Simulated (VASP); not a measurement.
# BaF2 (Fm-3m) in VASP: a series of runs

Runs on BaF2. Level: PBE. Tasks: relaxation of cell and atoms, single point.

All numbers are computed with VASP 6.6.1; they aren't measurements. Logs are shortened: lines on timing, memory, paths and dates and some standing lists are left out, and cuts for length are marked.

## Step 1: The cell of the first run

Symmetry: Fm-3m, No. 225, cubic system. The conventional cell has a = 6.200 Å, b = 6.200 Å, c = 6.200 Å, α = 90.00°, β = 90.00°, γ = 90.00°. Within 3.5 Å of Ba (site symmetry m-3m) lie 8 F at 2.68 Å. F (site symmetry -43m) has 4 Ba at 2.68 Å and 6 F at 3.10 Å within 3.5 Å.

## Step 2: Relaxation of cell and atoms, PBE

The input, INCAR:

```
SYSTEM = BaF2
PREC = Accurate
ENCUT = 600
EDIFF = 1E-7
ISMEAR = 0
SIGMA = 0.02
LREAL = .FALSE.
LASPH = .TRUE.
NELM = 120
ALGO = Normal
ISIF = 3
LWAVE = .FALSE.
LCHARG = .FALSE.
GGA = PE
IBRION = 2
NSW = 100
EDIFFG = -0.005
GGA_COMPAT = .FALSE.
NELMIN = 4
```

The input, KPOINTS:

```
regular mesh
0
G
  6 6 6
  0 0 0
```

The input, POSCAR:

```
BaF2
1.0
    0.0000000000      3.1000500000      3.1000500000
    3.1000500000      0.0000000000      3.1000500000
    3.1000500000      3.1000500000      0.0000000000
Ba F
1 2
Direct
    0.0000000000      0.0000000000      0.0000000000
    0.2500000000      0.2500000000      0.2500000000
    0.7500000000      0.7500000000      0.7500000000
```

Potentials or basis: VASP PAW PBE potentials, release 64 (Ba_sv, F).

Started as:

```sh
cat potpaw_PBE.64/Ba_sv/POTCAR potpaw_PBE.64/F/POTCAR > POTCAR
mpirun -np 1 vasp_std > vasp.out
```

OUTCAR:

```text
SYSTEM = BaF2
   PREC = Accurate
   ENCUT = 600
   EDIFF = 1E-7
   ISMEAR = 0
   LREAL = .FALSE.
   LASPH = .TRUE.
   NELM = 120
   ISIF = 3
   GGA = PE
   IBRION = 2
   NSW = 100
   EDIFFG = -0.005
   NELMIN = 4

 ion  position               nearest neighbor table
   1  0.000  0.000  0.000-   3 2.68   3 2.68   2 2.68   3 2.68   2 2.68   2 2.68   3 2.68   2 2.68

   2  0.250  0.250  0.250-   1 2.68   1 2.68   1 2.68   1 2.68
   3  0.750  0.750  0.750-   1 2.68   1 2.68   1 2.68   1 2.68

  LATTYP: Found a face centered cubic cell.
 ALAT       =     6.2001000000

  Lattice vectors:

 A1 = (   0.0000000000,   3.1000500000,   3.1000500000)
 A2 = (   3.1000500000,   0.0000000000,   3.1000500000)
 A3 = (   3.1000500000,   3.1000500000,   0.0000000000)

Analysis of symmetry for initial positions (statically):
=====================================================================
 Subroutine PRICEL returns:
 Original cell was already a primitive cell.

 Routine SETGRP: Setting up the symmetry group for a
 face centered cubic supercell.

 Subroutine GETGRP returns: Found 48 space group operations
 (whereof 48 operations were pure point group operations)
 out of a pool of 48 trial point group operations.

The static configuration has the point symmetry O_h .

Analysis of symmetry for dynamics (positions and initial velocities):
=====================================================================
 Subroutine PRICEL returns:
 Original cell was already a primitive cell.

 Routine SETGRP: Setting up the symmetry group for a
 face centered cubic supercell.

 Subroutine GETGRP returns: Found 48 space group operations
 (whereof 48 operations were pure point group operations)
 out of a pool of 48 trial point group operations.

The dynamic configuration has the point symmetry O_h .

 Subroutine INISYM returns: Found 48 space group operations
 (whereof 48 operations are pure point group operations),
 and found     1 'primitive' translations

----------------------------------------------------------------------------------------

                                     Primitive cell

  volume of cell :      59.5849

  direct lattice vectors                    reciprocal lattice vectors
     0.000000000  3.100050000  3.100050000    -0.161287721  0.161287721  0.161287721
     3.100050000  0.000000000  3.100050000     0.161287721 -0.161287721  0.161287721
     3.100050000  3.100050000  0.000000000     0.161287721  0.161287721 -0.161287721

  length of vectors
     4.384132754  4.384132754  4.384132754     0.279358528  0.279358528  0.279358528

  position of ions in fractional coordinates (direct lattice)
     0.000000000  0.000000000  0.000000000
     0.250000000  0.250000000  0.250000000
     0.750000000  0.750000000  0.750000000

  ion indices of the primitive-cell ions
   primitive index   ion index
                 1           1
                 2           2
                 3           3

----------------------------------------------------------------------------------------

 KPOINTS: regular mesh

Automatic generation of k-mesh.
 Grid dimensions read from file:
 generate k-points for:    6    6    6

 Generating k-lattice:

  Cartesian coordinates                     Fractional coordinates (reciprocal lattice)
    -0.026881287  0.026881287  0.026881287     0.166666667  0.000000000  0.000000000
     0.026881287 -0.026881287  0.026881287     0.000000000  0.166666667  0.000000000
     0.026881287  0.026881287 -0.026881287     0.000000000  0.000000000  0.166666667

  Length of vectors
     0.046559755  0.046559755  0.046559755

  Shift w.r.t. Gamma in fractional coordinates (k-lattice)
     0.000000000  0.000000000  0.000000000

 Subroutine IBZKPT returns following result:
 ===========================================

 Found     16 irreducible k-points:

 Following reciprocal coordinates:
            Coordinates               Weight
  0.000000  0.000000  0.000000      1.000000
  0.166667  0.000000  0.000000      8.000000
  0.333333  0.000000  0.000000      8.000000
  0.500000  0.000000  0.000000      4.000000
  0.166667  0.166667  0.000000      6.000000
  0.333333  0.166667  0.000000     24.000000
[... 8 lines left out ...]
 -0.333333  0.333333  0.166667     24.000000
 -0.333333  0.500000  0.166667     12.000000
   k-points           NKPTS =     16   k-points in BZ     NKDIM =     16   number of bands    NBANDS=     16
   number of dos      NEDOS =    301   number of ions     NIONS =      3
   total plane-waves  NPLWV =  46656
   dimension x,y,z NGX =    36 NGY =   36 NGZ =   36
   dimension x,y,z NGXF=    72 NGYF=   72 NGZF=   72
   ions per type =               1   2
   NGX,Y,Z   is equivalent  to a cutoff of  13.65, 13.65, 13.65 a.u.
   NGXF,Y,Z  is equivalent  to a cutoff of  27.30, 27.30, 27.30 a.u.
 SYSTEM =  BaF2
   PREC   = accura    normal or accurate (medium, high low for compatibility)
   ISTART =      0    job   : 0-new  1-cont  2-samecut
   ICHARG =      2    charge: 1-file 2-atom 10-const
   ISPIN  =      1    spin polarized calculation?
   LNONCOLLINEAR =      F non collinear calculations
   LSORBIT =      F    spin-orbit coupling
   LASPH  =      T    aspherical Exc in radial PAW
   ENCUT  =  600.0 eV  44.10 Ry    6.64 a.u.   8.76  8.76  8.76*2*pi/ulx,y,z
   NELM   =    120;   NELMIN=  4; NELMDL= -5     # of ELM steps
   EDIFF  = 0.1E-06   stopping-criterion for ELM
   LREAL  =      F    real-space projection
   EDIFFG = -.5E-02   stopping-criterion for IOM
   NSW    =    100    number of steps for IOM
   IBRION =      2    ionic relax: 0-MD 1-quasi-New 2-CG
   NFREE  =      1    steps in history (QN), initial steepest desc. (CG)
   ISIF   =      3    stress and relaxation
   ISYM   =      2    0-nonsym 1-usesym 2-fastsym
   POTIM  = 0.5000    time-step for ionic-motion
   TEBEG  =    0.0;   TEEND  =   0.0 temperature during run
   PSTRESS=    0.0 pullay stress
   NELECT =      24.0000    total number of electrons
   NUPDOWN=      -1.0000    fix difference up-down
   EMIN   =  10.00;   EMAX   =-10.00  energy-range for DOS
   EFERMI =   0.00;   METHOD = LEGACY
   ISMEAR =     0;   SIGMA  =   0.02  broadening in eV -4-tet -1-fermi 0-gaus
   EFERMI_NEDOS =   21; number of points for ismear=-14 and -15
   IALGO  =     38    algorithm
   IMIX   =      4    mixing-type and parameters
     AMIX     =   0.40;   BMIX     =  1.00
     AMIX_MAG =   1.60;   BMIX_MAG =  1.00
  volume/ion in A,a.u.               =      19.86       134.03
  Fermi-wavevector in a.u.,A,eV,Ry     =   1.209019  2.284715 19.888011  1.461728
  Thomas-Fermi vector in A             =   2.344609
   LORBIT       =      0    0 simple, 1 ext, 2 COOP (PROOUT), +10 PAW based schemes
   GGA     = PE    functional components
   LHFCALC =     F    Hartree Fock is set to
   AEXX    =    0.0000 exact exchange contribution
   IVDW    =     0    specifies the selected vdW correction
   LEPSILON=     F    determine dielectric tensor
   LRPA    =     F    only Hartree local field effects (RPA)
 conjugate gradient relaxation of ions
 non-spin polarized calculation
 Gauss-broadening in eV      SIGMA  =   0.02
  energy-cutoff  :      600.00
  volume of cell :       59.58
 maximum number of plane-waves:      2012
   NGX = 17   NGY = 17   NGZ = 17

--------------------------------------- Ionic step        1  -------------------------------------------

 number of electron      24.0000002 magnetization

 Free energy of the ion-electron system (eV)
  ---------------------------------------------------
  ext. energy  EPLUGINS =         0.00000000
  ---------------------------------------------------
  free energy    TOTEN  =       -17.11274505 eV

  energy without entropy =      -17.11274505  energy(sigma->0) =      -17.11274505

------------------------ aborting loop because EDIFF is reached ----------------------------------------

  FORCE on cell =-STRESS in cart. coord.  units (eV):
  Direction    XX          YY          ZZ          XY          YZ          ZX
  --------------------------------------------------------------------------------------
  -------------------------------------------------------------------------------------
  Total        0.8477478      0.8477478      0.8477478      0.0000000     -0.0000000      0.0000000
  in kB       22.7950812     22.7950812     22.7950812      0.0000000     -0.0000000      0.0000000
  external PRESSURE =      22.7950812 kB  Pullay stress =       0.0000000 kB

 VOLUME and BASIS-vectors are now :
 -----------------------------------------------------------------------------
  energy-cutoff  :      600.00
  volume of cell :       59.58
      direct lattice vectors                 reciprocal lattice vectors
     0.000000000  3.100050000  3.100050000    -0.161287721  0.161287721  0.161287721
     3.100050000  0.000000000  3.100050000     0.161287721 -0.161287721  0.161287721
     3.100050000  3.100050000  0.000000000     0.161287721  0.161287721 -0.161287721
[... 38 lines left out ...]
 POSITION                                       TOTAL-FORCE (eV/Angst)
 -----------------------------------------------------------------------------------
      0.00000      0.00000      0.00000         0.000000      0.000000      0.000000
      1.57116      1.57116      1.57116         0.000000      0.000000      0.000000
      4.71347      4.71347      4.71347        -0.000000     -0.000000     -0.000000
 -----------------------------------------------------------------------------------
    total drift:                                0.000000      0.000000      0.000000

  FREE ENERGIE OF THE ION-ELECTRON SYSTEM (eV)
  ---------------------------------------------------
  free  energy   TOTEN  =       -17.1289476194 eV

  energy  without entropy=      -17.1289476194  energy(sigma->0) =      -17.12894762

--------------------------------------- Ionic step        3  -------------------------------------------

 number of electron      24.0000018 magnetization

 Free energy of the ion-electron system (eV)
  ---------------------------------------------------
  ext. energy  EPLUGINS =         0.00000000
  ---------------------------------------------------
  free energy    TOTEN  =       -17.12897470 eV

  energy without entropy =      -17.12897470  energy(sigma->0) =      -17.12897470

 E-fermi :  -2.1049     XC(G=0):  -8.5235

 val. band max:       -2.2323627199   @ k =  -0.1667   0.1667   0.0000
 cond. band min:       4.3685187974   @ k =   0.0000   0.0000   0.0000
 fundamental gap:      6.6008815173
 Fermi energy:        -2.1049151794

 k-point     1 :       0.0000    0.0000    0.0000
  band No.  band energies     occupation
      1     -25.4340      2.00000
      2     -21.0995      2.00000
      3     -21.0965      2.00000
      4     -10.3210      2.00000
      5     -10.3210      2.00000
      6     -10.3210      2.00000
[... 8 lines left out ...]
     15       6.8083      0.00000
     16       8.8517      0.00000
[... 305 lines left out ...]
 POSITION                                       TOTAL-FORCE (eV/Angst)
 -----------------------------------------------------------------------------------
      0.00000      0.00000      0.00000        -0.000000      0.000000      0.000000
      1.57031      1.57031      1.57031         0.000000      0.000000      0.000000
      4.71092      4.71092      4.71092         0.000000     -0.000000     -0.000000
 -----------------------------------------------------------------------------------
    total drift:                                0.000000      0.000000      0.000000

  FREE ENERGIE OF THE ION-ELECTRON SYSTEM (eV)
  ---------------------------------------------------
  free  energy   TOTEN  =       -17.1289746967 eV

  energy  without entropy=      -17.1289746967  energy(sigma->0) =      -17.12897470

 reached required accuracy - stopping structural energy minimisation
```

It took 78 s on 1 thread of AMD EPYC 7R13, shared host; peak memory 0.18 GiB.

Results:

```yaml
Free_energy: -17.1290 eV
Relaxed_volume: 20.65 Å³/atom
Relaxed_cell: a = 4.441 Å, b = 4.441 Å, c = 4.441 Å, α = 60.00°, β = 60.00°, γ = 60.00°
Space_group_after_relaxing_to_0.1_Å: Fm-3m (No. 225)
Energy_gained_by_relaxing: 5.4 meV/atom
Ionic_steps: 3
Pressure_after_relaxing: 0.0 GPa
Band_gap_on_the_k_mesh: 6.60 eV (least direct gap 6.65 eV)
```

The path:
| step | energy change (eV) | largest force (eV/Å) | pressure (GPa) | volume (Å³) |
| --- | --- | --- | --- | --- |
| 1 | 0.0000 | 0.0000 | 2.28 | 59.58 |
| 2 | -0.0162 | 0.0000 | -0.08 | 62.06 |
| 3 | -0.0162 | 0.0000 | 0.00 | 61.95 |

Final structure:
```
Ba F
1.0
     0.00000    3.14061    3.14061
     3.14061    0.00000    3.14061
     3.14061    3.14061    0.00000
Ba F
1 2
Cartesian
  0.0000 0.0000 0.0000
  1.5703 1.5703 1.5703
  4.7109 4.7109 4.7109
```

Levels at points of the mesh, in eV from the valence-band top:
| k point | band 10 | band 11 | band 12 | band 13 | band 14 | band 15 |
| --- | --- | --- | --- | --- | --- | --- |
| (0.00, 0.00, 0.00) | -0.05 | -0.05 | -0.05 | 6.60 | 9.04 | 9.04 |
| (0.50, 0.00, 0.00) | -0.34 | -0.16 | -0.16 | 8.88 | 9.02 | 9.02 |
| (0.50, 0.50, 0.00) | -0.30 | -0.30 | -0.08 | 7.18 | 8.81 | 10.43 |

Caveat: spin-orbit coupling is left out, which moves the levels of the heavy elements. A k mesh can miss the band edges.

## Step 3: Single point, PBE

This run uses another cell than the first one, of 20.31 Å³/atom.

The input, INCAR:

```
PREC = Accurate ; ENCUT = 600
EDIFF = 1E-6 ; ISMEAR = 0
SIGMA = 0.02 ; LREAL = False
LASPH = True ; NELM = 120
ALGO = Normal ; ISIF = 2
LWAVE = False ; LCHARG = True
GGA = PE ; LELF = True
LVHAR = True ; NBANDS = 19
GGA_COMPAT = False
```

The input, KPOINTS:

```
regular mesh
0
Gamma
  6 6 6
```

The input, POSCAR:

```
BaF2
1.0
    0.0000000000      3.1230009539      3.1230009539
    3.1230009539      0.0000000000      3.1230009539
    3.1230009539      3.1230009539      0.0000000000
Ba F
1 2
Direct
    0.0000000000      0.0000000000      0.0000000000
    0.2500000000      0.2500000000      0.2500000000
    0.7500000000      0.7500000000      0.7500000000
```

Potentials or basis: VASP PAW PBE potentials, release 64 (Ba_sv, F).

Started as:

```sh
cat potpaw_PBE.64/Ba_sv/POTCAR potpaw_PBE.64/F/POTCAR > POTCAR
mpirun -np 1 vasp_std > vasp.out
```

OUTCAR:

```text
PREC = Accurate
   ENCUT = 600
   EDIFF = 1E-6
   ISMEAR = 0
   LREAL = False
   LASPH = True
   NELM = 120
   ISIF = 2
   GGA = PE

 ion  position               nearest neighbor table
   1  0.000  0.000  0.000-   3 2.70   3 2.70   3 2.70   2 2.70   3 2.70   2 2.70   2 2.70   2 2.70

   2  0.250  0.250  0.250-   1 2.70   1 2.70   1 2.70   1 2.70
   3  0.750  0.750  0.750-   1 2.70   1 2.70   1 2.70   1 2.70

  LATTYP: Found a face centered cubic cell.
 ALAT       =     6.2460019078

  Lattice vectors:

 A1 = (   0.0000000000,   3.1230009539,   3.1230009539)
 A2 = (   3.1230009539,   0.0000000000,   3.1230009539)
 A3 = (   3.1230009539,   3.1230009539,   0.0000000000)

Analysis of symmetry for initial positions (statically):
=====================================================================
 Subroutine PRICEL returns:
 Original cell was already a primitive cell.

 Routine SETGRP: Setting up the symmetry group for a
 face centered cubic supercell.

 Subroutine GETGRP returns: Found 48 space group operations
 (whereof 48 operations were pure point group operations)
[... 154 lines left out ...]

  energy without entropy =      -17.12816715  energy(sigma->0) =      -17.12816715

 E-fermi :  -1.9650     XC(G=0):  -8.5998

 val. band max:       -2.1702555118   @ k =  -0.1667   0.1667   0.0000
 cond. band min:       4.5066412507   @ k =   0.0000   0.0000   0.0000
 fundamental gap:      6.6768967625
 Fermi energy:        -1.9650072188

 k-point     1 :       0.0000    0.0000    0.0000
  band No.  band energies     occupation
      1     -25.3197      2.00000
      2     -21.0596      2.00000
      3     -21.0385      2.00000
      4     -10.1870      2.00000
      5     -10.1870      2.00000
      6     -10.1870      2.00000
[... 329 lines left out ...]
      6     -10.1686      2.00000
[... 11 lines left out ...]
     18      12.0570      0.00000
     19      12.2837      0.00000

------------------------ aborting loop because EDIFF is reached ----------------------------------------

  FORCE on cell =-STRESS in cart. coord.  units (eV):
  Direction    XX          YY          ZZ          XY          YZ          ZX
  --------------------------------------------------------------------------------------
  -------------------------------------------------------------------------------------
  Total        0.3469468      0.3469468      0.3469468      0.0000000      0.0000000     -0.0000000
  in kB        9.1248779      9.1248779      9.1248779      0.0000000      0.0000000     -0.0000000
  external PRESSURE =       9.1248779 kB  Pullay stress =       0.0000000 kB

 VOLUME and BASIS-vectors are now :
 -----------------------------------------------------------------------------
  energy-cutoff  :      600.00
  volume of cell :       60.92
      direct lattice vectors                 reciprocal lattice vectors
     0.000000000  3.123000954  3.123000954    -0.160102417  0.160102417  0.160102417
     3.123000954  0.000000000  3.123000954     0.160102417 -0.160102417  0.160102417
     3.123000954  3.123000954  0.000000000     0.160102417  0.160102417 -0.160102417

 POSITION                                       TOTAL-FORCE (eV/Angst)
 -----------------------------------------------------------------------------------
      0.00000      0.00000      0.00000         0.000000     -0.000000      0.000000
      1.56150      1.56150      1.56150        -0.000000      0.000000      0.000000
      4.68450      4.68450      4.68450        -0.000000     -0.000000     -0.000000
 -----------------------------------------------------------------------------------
    total drift:                                0.000000      0.000000      0.000000

  FREE ENERGIE OF THE ION-ELECTRON SYSTEM (eV)
  ---------------------------------------------------
  free  energy   TOTEN  =       -17.1281671512 eV

  energy  without entropy=      -17.1281671512  energy(sigma->0) =      -17.12816715
```

OSZICAR:

```text
N       E                     dE             d eps       ncg     rms          rms(c)
DAV:   1     0.162653336283E+03    0.16265E+03   -0.13771E+04   608   0.131E+03
DAV:   2    -0.105684904923E+02   -0.17322E+03   -0.16615E+03   778   0.275E+02
DAV:   3    -0.187608768175E+02   -0.81924E+01   -0.81612E+01   732   0.608E+01
DAV:   4    -0.189015091993E+02   -0.14063E+00   -0.14051E+00   775   0.741E+00
DAV:   5    -0.189052039814E+02   -0.36948E-02   -0.36947E-02   710   0.855E-01    0.847E+00
DAV:   6    -0.171116103361E+02    0.17936E+01   -0.76829E+00   635   0.210E+01    0.412E+00
DAV:   7    -0.171010238219E+02    0.10587E-01   -0.26724E-01   661   0.400E+00    0.214E+00
DAV:   8    -0.171185973302E+02   -0.17574E-01   -0.64918E-02   628   0.275E+00    0.294E-01
DAV:   9    -0.171250203636E+02   -0.64230E-02   -0.10064E-02   682   0.713E-01    0.140E-01
DAV:  10    -0.171281501491E+02   -0.31298E-02   -0.32036E-03   653   0.376E-01    0.358E-02
DAV:  11    -0.171281417247E+02    0.84245E-05   -0.12166E-04   703   0.870E-02    0.182E-02
DAV:  12    -0.171281667062E+02   -0.24982E-04   -0.39380E-05   641   0.438E-02    0.368E-03
DAV:  13    -0.171281671512E+02   -0.44499E-06   -0.40942E-07   573   0.513E-03
   1 F= -.17128167E+02 E0= -.17128167E+02  d E =-.114426E-48
```

Run time: 26 s. Hardware: 1 thread of AMD EPYC 7R13 (Zen 3), shared host; peak memory 0.17 GiB.

Results:

| Item | Value |
| --- | --- |
| Free energy | -17.1282 eV |
| Pressure | 0.9 GPa |
| Band gap on the k mesh | 6.68 eV (least direct gap 6.73 eV) |

Caveat: spin-orbit coupling is left out, which moves the levels of the heavy elements. As with any semilocal functional, this PBE gap is likely too small.
